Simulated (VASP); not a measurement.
Runs of VASP 6.6.1 on Sr. The structure is that of space group Fm-3m (No. 225), or close to it. The cells are those of the table. The cell was generated, and may not be a known phase.

```tsv
task	cell	k mesh	cutoff (eV)	gap on the mesh (eV)	pressure (GPa)	relaxed volume (Å³/atom)
relaxation of cell and atoms	relaxed from a = 6.150 Å, angles 60.0°, 3 atoms	4 × 4 × 4	600	none	0.0	70.64
single point	a = 6.662 Å, angles 60.0°, 3 atoms	10 × 10 × 10	520	none	0.0	-
single point	a = 6.150 Å, angles 60.0°, 3 atoms	4 × 4 × 4	520	none	(a)	-
single point	a = 6.633 Å, angles 60.0°, 3 atoms	4 × 4 × 4	520	none	0.2	-
relaxation of cell and atoms	relaxed from a = 6.633 Å, angles 60.0°, 3 atoms	10 × 10 × 10	600	none	0.0	69.71
```

Alike in all rows: level PBE; potentials or basis VASP PAW PBE potentials, release 64 (Sr_sv); no spin polarisation; smearing gaussian 0.1 eV.

**Question.** Estimate the missing entries.

**Answer.** (a) 2.7.

Caveats: the volume moved by over 15 % at a fixed basis, so the end points are rough (at least some runs).

A k mesh can miss the band edges, and the runs leave out spin-orbit coupling on Sr.

A gap of «none» marks levels without a gap at the run's occupations.
